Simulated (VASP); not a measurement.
Write the native input for VASP 6.6.1 that does the following.

| Quantity | Value |
| --- | --- |
| Task | single point |
| Functional | LDA |
| Potentials or basis | VASP PAW LDA potentials, release 64 (Ni) |
| Cutoff | 520 eV |
| k mesh | 18 × 18 × 18 |
| Occupations | fermi-dirac, width 0.08 eV |
| Spin | collinear spin, ferromagnetic start |
| Starting moments | [1.0] μB |
| Dipole correction | no |
| Further INCAR settings | ALGO = Normal; EDIFF = 1e-06; NBANDS = 15 |

The structure of Ni lies in POSCAR:

```
Ni
1.0
    0.0000000000      1.5347554156      1.5347554156
    1.5347554156      0.0000000000      1.5347554156
    1.5347554156      1.5347554156      0.0000000000
Ni
1
Direct
    0.0000000000      0.0000000000      0.0000000000
```

This cell differs from its parent crystal: volume scaled by 0.72.

These files were run (other wordings do the same):

INCAR

```
PREC = Accurate
ENCUT = 520
EDIFF = 1E-6
ISMEAR = -1
SIGMA = 0.08
LREAL = F
LASPH = T
NELM = 150
ALGO = Normal
ISIF = 2
LWAVE = F
LCHARG = T
ISPIN = 2
MAGMOM = 1
LORBIT = 11
LMAXMIX = 4
LELF = T
LVHAR = T
NBANDS = 15
```

KPOINTS

```
regular mesh
0
Gamma
  18 18 18
```

Potentials or basis: VASP PAW LDA potentials, release 64 (Ni).

Launch:

```bash
$ cat potpaw_LDA.64/Ni/POTCAR > POTCAR
$ mpirun -np 1 vasp_std > vasp.out
```

Results of the run:

| Quantity | Value |
| --- | --- |
| Pressure | 181.5 GPa |
| Net moment | 0.36 μB per cell |
| Site moments | Ni +0.34 μB |

Run time: 20 s on 1 thread of AMD EPYC 9R45 96-Core Processor (Zen 5) (shared host), peak memory 0.1 GiB.
